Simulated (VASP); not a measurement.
# P in VASP: a series of runs

Runs on P. Level: PBEsol. Tasks: single point.

All numbers are computed with VASP 6.6.1; they aren't measurements. Logs are shortened: lines on timing, memory, paths and dates and some standing lists are left out, and cuts for length are marked.

## (1) The cell of the first run

The cell holds a slab with vacuum, 4 atoms: a = 3.284 Å, b = 34.875 Å, c = 4.437 Å, α = 90.00°, β = 90.00°, γ = 90.00°.

## (2) Single point, PBEsol

INCAR

```
SYSTEM = P
PREC = Accurate
ENCUT = 520
EDIFF = 1E-6
ISMEAR = 0
SIGMA = 0.05
LREAL = .False.
LASPH = .True.
NELM = 100
ALGO = Normal
ISIF = 2
LWAVE = .False.
LCHARG = .False.
GGA = PS
NBANDS = 18
```

KPOINTS

```
regular mesh
0
Gamma
  8 1 6
  0 0 0
```

POSCAR

```
P
1.0
    3.2843671017      0.0000000000      0.0000000000
    0.0000000000     34.8747470704      0.0000000000
    0.0000000000      0.0000000000      4.4369100789
P
4
Direct
    0.0000000000      0.9696876236      0.5826201292
    0.0000000000      0.0303123764      0.4173798708
    0.5000000000      0.0303123764      0.0826201292
    0.5000000000      0.9696876236      0.9173798708
```

Potentials or basis: VASP PAW PBE potentials, release 64 (P).

On the command line:

```bash
$ cat potpaw_PBE.64/P/POTCAR > POTCAR
$ mpirun -np 1 vasp_std > vasp.out
```

OUTCAR:

```text
SYSTEM = P
   PREC = Accurate
   ENCUT = 520
   EDIFF = 1E-6
   ISMEAR = 0
   LREAL = .False.
   LASPH = .True.
   NELM = 100
   ISIF = 2
   GGA = PS

 ion  position               nearest neighbor table
   1  0.000  0.970  0.583-   4 2.21   4 2.21   2 2.24
   2  0.000  0.030  0.417-   3 2.21   3 2.21   1 2.24
   3  0.500  0.030  0.083-   2 2.21   2 2.21   4 2.24
   4  0.500  0.970  0.917-   1 2.21   1 2.21   3 2.24

  LATTYP: Found a simple orthorhombic cell.
 ALAT       =     3.2843671017
 B/A-ratio  =     1.3509178303
 C/A-ratio  =    10.6184071361

  Lattice vectors:

 A1 = (  -3.2843671017,   0.0000000000,   0.0000000000)
 A2 = (   0.0000000000,   0.0000000000,   4.4369100789)
 A3 = (   0.0000000000,  34.8747470704,   0.0000000000)

Analysis of symmetry for initial positions (statically):
=====================================================================
 Subroutine PRICEL returns:
 Original cell was already a primitive cell.

 Routine SETGRP: Setting up the symmetry group for a
 simple orthorhombic supercell.

 Subroutine GETGRP returns: Found  8 space group operations
 (whereof  4 operations were pure point group operations)
 out of a pool of  8 trial point group operations.

The static configuration has the point symmetry C_2h.
 The point group associated with its full space group is D_2h.

Analysis of symmetry for dynamics (positions and initial velocities):
=====================================================================
 Subroutine PRICEL returns:
 Original cell was already a primitive cell.

 Routine SETGRP: Setting up the symmetry group for a
 simple orthorhombic supercell.

 Subroutine GETGRP returns: Found  8 space group operations
 (whereof  4 operations were pure point group operations)
 out of a pool of  8 trial point group operations.

The dynamic configuration has the point symmetry C_2h.
 The point group associated with its full space group is D_2h.

 Subroutine INISYM returns: Found  8 space group operations
 (whereof  4 operations are pure point group operations),
 and found     1 'primitive' translations

----------------------------------------------------------------------------------------

                                     Primitive cell

  volume of cell :     508.2102

  direct lattice vectors                    reciprocal lattice vectors
     3.284367102  0.000000000  0.000000000     0.304472664  0.000000000  0.000000000
     0.000000000 34.874747070  0.000000000     0.000000000  0.028674043  0.000000000
     0.000000000  0.000000000  4.436910079     0.000000000  0.000000000  0.225382075

  length of vectors
     3.284367102 34.874747070  4.436910079     0.304472664  0.028674043  0.225382075

  position of ions in fractional coordinates (direct lattice)
     0.000000000  0.969687624  0.582620129
     0.000000000  0.030312376  0.417379871
     0.500000000  0.030312376  0.082620129
     0.500000000  0.969687624  0.917379871

  ion indices of the primitive-cell ions
   primitive index   ion index
                 1           1
                 2           2
                 3           3
                 4           4

----------------------------------------------------------------------------------------

 KPOINTS: regular mesh

Automatic generation of k-mesh.
 Grid dimensions read from file:
 generate k-points for:    8    1    6

 Generating k-lattice:

  Cartesian coordinates                     Fractional coordinates (reciprocal lattice)
     0.038059083  0.000000000  0.000000000     0.125000000  0.000000000  0.000000000
     0.000000000  0.028674043  0.000000000     0.000000000  1.000000000  0.000000000
     0.000000000  0.000000000  0.037563679     0.000000000  0.000000000  0.166666667

  Length of vectors
     0.038059083  0.028674043  0.037563679

  Shift w.r.t. Gamma in fractional coordinates (k-lattice)
     0.000000000  0.000000000  0.000000000

 Subroutine IBZKPT returns following result:
 ===========================================

 Found     20 irreducible k-points:

 Following reciprocal coordinates:
            Coordinates               Weight
  0.000000  0.000000  0.000000      1.000000
  0.125000  0.000000  0.000000      2.000000
  0.250000  0.000000  0.000000      2.000000
  0.375000  0.000000  0.000000      2.000000
  0.500000  0.000000  0.000000      1.000000
  0.000000  0.000000  0.166667      2.000000
[... 12 lines left out ...]
  0.375000  0.000000  0.500000      2.000000
  0.500000  0.000000  0.500000      1.000000
   k-points           NKPTS =     20   k-points in BZ     NKDIM =     20   number of bands    NBANDS=     18
   number of dos      NEDOS =    301   number of ions     NIONS =      4
   total plane-waves  NPLWV = 233280
   dimension x,y,z NGX =    24 NGY =  270 NGZ =   36
   dimension x,y,z NGXF=    48 NGYF=  540 NGZF=   72
   ions per type =               4
   NGX,Y,Z   is equivalent  to a cutoff of  12.15, 12.87, 13.49 a.u.
   NGXF,Y,Z  is equivalent  to a cutoff of  24.30, 25.74, 26.98 a.u.
 SYSTEM =  P
   PREC   = accura    normal or accurate (medium, high low for compatibility)
   ISTART =      0    job   : 0-new  1-cont  2-samecut
   ICHARG =      2    charge: 1-file 2-atom 10-const
   ISPIN  =      1    spin polarized calculation?
   LNONCOLLINEAR =      F non collinear calculations
   LSORBIT =      F    spin-orbit coupling
   LASPH  =      T    aspherical Exc in radial PAW
   ENCUT  =  520.0 eV  38.22 Ry    6.18 a.u.   6.11 64.84  8.25*2*pi/ulx,y,z
   NELM   =    100;   NELMIN=  2; NELMDL= -5     # of ELM steps
   EDIFF  = 0.1E-05   stopping-criterion for ELM
   LREAL  =      F    real-space projection
   EDIFFG = 0.1E-04   stopping-criterion for IOM
   NSW    =      0    number of steps for IOM
   IBRION =     -1    ionic relax: 0-MD 1-quasi-New 2-CG
   NFREE  =      0    steps in history (QN), initial steepest desc. (CG)
   ISIF   =      2    stress and relaxation
   ISYM   =      2    0-nonsym 1-usesym 2-fastsym
   POTIM  = 0.5000    time-step for ionic-motion
   TEBEG  =    0.0;   TEEND  =   0.0 temperature during run
   PSTRESS=    0.0 pullay stress
   NELECT =      20.0000    total number of electrons
   NUPDOWN=      -1.0000    fix difference up-down
   EMIN   =  10.00;   EMAX   =-10.00  energy-range for DOS
   EFERMI =   0.00;   METHOD = LEGACY
   ISMEAR =     0;   SIGMA  =   0.05  broadening in eV -4-tet -1-fermi 0-gaus
   EFERMI_NEDOS =   21; number of points for ismear=-14 and -15
   IALGO  =     38    algorithm
   IMIX   =      4    mixing-type and parameters
     AMIX     =   0.40;   BMIX     =  1.00
     AMIX_MAG =   1.60;   BMIX_MAG =  1.00
  volume/ion in A,a.u.               =     127.05       857.39
  Fermi-wavevector in a.u.,A,eV,Ry     =   0.556848  1.052291  4.218898  0.310080
  Thomas-Fermi vector in A             =   1.591191
   LORBIT       =      0    0 simple, 1 ext, 2 COOP (PROOUT), +10 PAW based schemes
   GGA     = PS    functional components
   LHFCALC =     F    Hartree Fock is set to
   AEXX    =    0.0000 exact exchange contribution
   IVDW    =     0    specifies the selected vdW correction
   LEPSILON=     F    determine dielectric tensor
   LRPA    =     F    only Hartree local field effects (RPA)
 non-spin polarized calculation
 Gauss-broadening in eV      SIGMA  =   0.05
  energy-cutoff  :      520.00
  volume of cell :      508.21
 maximum number of plane-waves:     13734
   NGX = 13   NGY =129   NGZ = 17

 number of electron      19.9999999 magnetization

 Free energy of the ion-electron system (eV)
  ---------------------------------------------------
  ext. energy  EPLUGINS =         0.00000000
  ---------------------------------------------------
  free energy    TOTEN  =       -22.84062278 eV

  energy without entropy =      -22.84062278  energy(sigma->0) =      -22.84062278

 E-fermi :  -3.0697     XC(G=0):  -1.8077

 val. band max:       -3.2953068954   @ k =   0.0000   0.0000   0.0000
 cond. band min:      -2.5779593596   @ k =   0.0000   0.0000   0.0000
 fundamental gap:      0.7173475358
 Fermi energy:        -3.0697064750

 k-point     1 :       0.0000    0.0000    0.0000
  band No.  band energies     occupation
      1     -18.5214      2.00000
      2     -15.8687      2.00000
      3     -12.3455      2.00000
      4      -9.1483      2.00000
      5      -8.0935      2.00000
      6      -7.8123      2.00000
[... 10 lines left out ...]
     17       1.6640      0.00000
     18       1.8163      0.00000

 k-point     2 :       0.1250    0.0000    0.0000
  band No.  band energies     occupation
      1     -18.3325      2.00000
      2     -15.6724      2.00000
      3     -12.4566      2.00000
      4      -9.0001      2.00000
      5      -8.0436      2.00000
      6      -7.9236      2.00000
[... 10 lines left out ...]
     17       1.8818      0.00000
     18       1.9436      0.00000

 k-point     3 :       0.2500    0.0000    0.0000
  band No.  band energies     occupation
      1     -17.7713      2.00000
      2     -15.0864      2.00000
      3     -13.0396      2.00000
      4      -9.3414      2.00000
      5      -8.6374      2.00000
      6      -8.5934      2.00000
[... 10 lines left out ...]
     17       2.0586      0.00000
     18       2.5331      0.00000

 k-point     4 :       0.3750    0.0000    0.0000
  band No.  band energies     occupation
      1     -16.8582      2.00000
      2     -14.2545      2.00000
      3     -14.1197      2.00000
      4     -11.1489      2.00000
      5      -8.6373      2.00000
      6      -8.1243      2.00000
[... 291 lines left out ...]
      4     -11.7686      2.00000
      5      -8.8618      2.00000
      6      -8.8618      2.00000
[... 10 lines left out ...]
     17       3.0995      0.00000
     18       3.0995      0.00000

 k-point    19 :       0.3750    0.0000    0.5000
  band No.  band energies     occupation
      1     -15.7760      2.00000
      2     -15.7760      2.00000
      3     -12.4514      2.00000
      4     -12.4514      2.00000
      5      -9.1569      2.00000
      6      -9.1569      2.00000
[... 10 lines left out ...]
     17       3.4928      0.00000
     18       3.4928      0.00000

 k-point    20 :       0.5000    0.0000    0.5000
  band No.  band energies     occupation
      1     -15.2027      2.00000
      2     -15.2027      2.00000
      3     -13.1582      2.00000
      4     -13.1582      2.00000
      5      -8.3613      2.00000
      6      -8.3613      2.00000
[... 10 lines left out ...]
     17       2.8599      0.00000
     18       2.8599      0.00000

------------------------ aborting loop because EDIFF is reached ----------------------------------------

  FORCE on cell =-STRESS in cart. coord.  units (eV):
  Direction    XX          YY          ZZ          XY          YZ          ZX
  --------------------------------------------------------------------------------------
  -------------------------------------------------------------------------------------
  Total       -0.0073200     -0.0954161     -0.0549867      0.0000000     -0.0000000      0.0000000
  in kB       -0.0230770     -0.3008078     -0.1733503      0.0000000     -0.0000000      0.0000000
  external PRESSURE =      -0.1657450 kB  Pullay stress =       0.0000000 kB

 VOLUME and BASIS-vectors are now :
 -----------------------------------------------------------------------------
  energy-cutoff  :      520.00
  volume of cell :      508.21
      direct lattice vectors                 reciprocal lattice vectors
     3.284367102  0.000000000  0.000000000     0.304472664  0.000000000  0.000000000
     0.000000000 34.874747070  0.000000000     0.000000000  0.028674043  0.000000000
     0.000000000  0.000000000  4.436910079     0.000000000  0.000000000  0.225382075

 POSITION                                       TOTAL-FORCE (eV/Angst)
 -----------------------------------------------------------------------------------
      0.00000     33.81761      2.58503        -0.000000      0.019199      0.009966
      0.00000      1.05714      1.85188         0.000000     -0.019199     -0.009966
      1.64218      1.05714      0.36658        -0.000000     -0.019199      0.009966
      1.64218     33.81761      4.07033         0.000000      0.019199     -0.009966
 -----------------------------------------------------------------------------------
    total drift:                               -0.000000      0.000000     -0.000000

  FREE ENERGIE OF THE ION-ELECTRON SYSTEM (eV)
  ---------------------------------------------------
  free  energy   TOTEN  =       -22.8406227820 eV

  energy  without entropy=      -22.8406227820  energy(sigma->0) =      -22.84062278
```

Run time: 8.2 min. Hardware: 1 thread of Intel Xeon 8259CL, shared host; peak memory 0.56 GiB.

What came out:

| Item | Value |
| --- | --- |
| Free energy | -22.8406 eV |
| Largest force | 0.022 eV/Å |
| Band gap on the k mesh | 0.72 eV |

Forces in eV/Å, atoms in the order of the input:
```
P    0.000  0.019  0.010
P    0.000 -0.019 -0.010
P    0.000 -0.019  0.010
P    0.000  0.019 -0.010
```

Caveat: there is no dipole correction, which matters where the two faces differ; semilocal functionals underestimate gaps, and a narrow one can read as zero; the PAW data sets were made with another functional, which shifts forces and pressure a little.

## (3) Single point, PBEsol

INCAR

```
PREC = Accurate ; ENCUT = 520
EDIFF = 1E-6 ; ISMEAR = 0
SIGMA = 0.05 ; LREAL = F
LASPH = T ; NELM = 80
ALGO = Normal ; ISIF = 2
LWAVE = F ; LCHARG = F
GGA = PS ; NBANDS = 18
```

KPOINTS

```
regular mesh
0
Gamma
  10 1 8
```

POSCAR is that of step 2.

Potentials or basis: VASP PAW PBE potentials, release 64 (P).

On the command line:

```bash
$ cat potpaw_PBE.64/P/POTCAR > POTCAR
$ mpirun -np 1 vasp_std > vasp.out
```

It took 9.7 min on 1 thread of Intel Xeon 8259CL, shared host; peak memory 0.61 GiB.

The run converged. Its results:

| Property | Result |
| --- | --- |
| Free energy | -22.8442 eV |
| Largest force | 0.019 eV/Å |
| Band gap on the k mesh | 0.72 eV |

Forces on the atoms (eV/Å):
```
P    0.000  0.009  0.017
P    0.000 -0.009 -0.017
P    0.000 -0.009  0.017
P    0.000  0.009 -0.017
```

Levels at points of the mesh, in eV from the valence-band top:
```
           k point  band 7  band 8  band 9  band 10  band 11  band 12  band 13  band 14
(0.00, 0.00, 0.00)   -3.46   -1.91   -1.73     0.00     0.72     1.51     2.74     3.47
(0.50, 0.00, 0.00)   -2.77   -2.77   -2.07    -2.07     1.23     1.23     1.89     1.89
(0.00, 0.00, 0.50)   -2.55   -2.55   -1.06    -1.06     2.10     2.10     3.50     3.50
(0.50, 0.00, 0.50)   -4.92   -4.92   -1.31    -1.31     2.38     2.38     4.23     4.23
```

Caveat: there is no dipole correction, which matters where the two faces differ; semilocal functionals underestimate gaps, and a narrow one can read as zero; the PAW data sets were made with another functional, which shifts forces and pressure a little.

## (4) Single point, PBEsol (uniaxial strain along c: +3.0 %, then relaxed in part)

INCAR

```
SYSTEM = P
  PREC = Accurate
  ENCUT = 520
  EDIFF = 1E-7
  ISMEAR = 0
  SIGMA = 0.02
  LREAL = .FALSE.
  LASPH = .TRUE.
  NELM = 100
  ALGO = Normal
  ISIF = 2
  LWAVE = .FALSE.
  LCHARG = .TRUE.
  GGA = PS
  LELF = .TRUE.
  LVHAR = .TRUE.
  NBANDS = 18
```

KPOINTS

```
regular mesh
0
G
  8 1 6
  0 0 0
```

POSCAR

```
P
1.0
    3.2655036451      0.0000000000      0.0000000000
    0.0000000000     34.6137288360      0.0000000000
    0.0000000000      0.0000000000      4.5700173463
P
4
Direct
    0.0000000000      0.9696969277      0.5869651340
    0.0000000000      0.0303030723      0.4130348660
    0.5000000000      0.0303030723      0.0869651340
    0.5000000000      0.9696969277      0.9130348660
```

On the command line:

```bash
$ cat potpaw_PBE.64/P/POTCAR > POTCAR
$ mpirun -np 1 vasp_std > vasp.out
```

Run time: 5.6 min. Hardware: 1 thread of Intel Xeon Platinum 8488C (Sapphire Rapids), shared host; peak memory 0.56 GiB.

The run converged. Its results:

| Quantity | Value |
| --- | --- |
| Free energy | -22.8329 eV |
| Largest force | 0.021 eV/Å |
| Band gap on the k mesh | 0.83 eV |

Forces on the atoms (eV/Å):
```
P    0.000  0.017  0.013
P    0.000 -0.017 -0.013
P    0.000 -0.017  0.013
P    0.000  0.017 -0.013
```

Levels at points of the mesh, in eV from the valence-band top:
```csv
k point,band 8,band 9,band 10,band 11,band 12,band 13
"(0.00, 0.00, 0.00)",-1.77,-1.61,0.00,0.83,1.68,2.83
"(0.50, 0.00, 0.00)",-2.74,-1.99,-1.99,1.18,1.18,2.05
"(0.00, 0.00, 0.50)",-2.43,-1.22,-1.22,2.21,2.21,3.66
"(0.50, 0.00, 0.50)",-4.70,-1.14,-1.14,2.40,2.40,3.89
```

Caveat: the cell differs from its parent crystal (uniaxial strain along c: +3.0 %, then relaxed in part); there is no dipole correction, which matters where the two faces differ; the PAW data sets were made with another functional, which shifts forces and pressure a little.

(Continued in part 2 of 2.)
